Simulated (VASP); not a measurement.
A run of VASP 6.6.1 is set up as follows.

Contents of INCAR:

```
ALGO = Fast
EDIFF = 1E-7
ENCUT = 520
GGA = PE
ISIF = 2
ISMEAR = -1
LASPH = T
LCHARG = F
LREAL = F
LWAVE = F
NBANDS = 18
NELM = 80
PREC = Accurate
SIGMA = 0.05
```

File KPOINTS:

```
k-points
0
Gamma
  11 11 11
```

File POSCAR:

```
CuAu
1.0
    1.4430568479      0.8331492596      4.2561707609
   -1.4430568479      0.8331492596      4.2561707609
    0.0000000000     -1.6662985192      4.2561707609
Au Cu
1 1
Direct
   -0.0017160000      0.0121310000     -0.0123220000
    0.5007360000      0.5014260000      0.4999300000
```

Potentials or basis: VASP PAW PBE potentials, release 64 (Au, Cu).

The run is started by

```console
$ cat potpaw_PBE.64/Au/POTCAR potpaw_PBE.64/Cu/POTCAR > POTCAR
$ mpirun -np 1 vasp_std > vasp.out
```

(1) What does it give for the largest force?

(2) Estimate the pressure.

Results:

(1) 0.139 eV/Å.

(2) -0.3 GPa.

Caveat: the cell differs from its parent crystal (atoms moved at random).
